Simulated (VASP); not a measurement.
Write the native input for VASP 6.6.1 that does the following.

```yaml
Task: single point
Functional: PBE
Potentials_or_basis: VASP PAW PBE potentials, release 64 (Ca_sv, As)
Cutoff: 520 eV
k_mesh: 8 × 8 × 8
Occupations: gaussian, width 0.1 eV
Spin: no spin polarisation
Dipole_correction: no
Further_INCAR_settings: ALGO = Fast; EDIFF = 1e-06; NBANDS = 26
```

The structure of Ca3As lies in POSCAR:

```
Ca3As
1.0
    5.6193453967      0.0000000000      0.0000000000
    0.0000000000      5.6193453967      0.0000000000
    0.0000000000      0.0000000000      5.7224175752
Ca As
3 1
Direct
    0.0000000000      0.5000000000      0.5000000000
    0.5000000000      0.0000000000      0.5000000000
    0.0000000000      0.0000000000      0.0000000000
    0.5000000000      0.5000000000      0.5000000000
```

The cell was generated, and may not be a known phase.

These files were run (other wordings do the same):

INCAR

```
PREC = Accurate ; ENCUT = 520
EDIFF = 1E-6 ; ISMEAR = 0
SIGMA = 0.1 ; LREAL = F
LASPH = T ; NELM = 80
ALGO = Fast ; ISIF = 2
LWAVE = F ; LCHARG = F
GGA = PE ; NBANDS = 26
```

KPOINTS

```
Automatic mesh
0
Gamma
  8 8 8
```

Potentials or basis: VASP PAW PBE potentials, release 64 (Ca_sv, As).

Launch:

```sh
$ cat potpaw_PBE.64/Ca_sv/POTCAR potpaw_PBE.64/As/POTCAR > POTCAR
$ mpirun -np 1 vasp_std > vasp.out
```

Results of the run:

The pressure is 0.0 GPa and the band gap on the k mesh is zero (an odd number of electrons rules out a gap without spin polarisation).

Run time: 9.3 min on 1 thread of Intel(R) Xeon(R) Platinum 8488C (Sapphire Rapids) (shared host), peak memory 0.49 GiB.
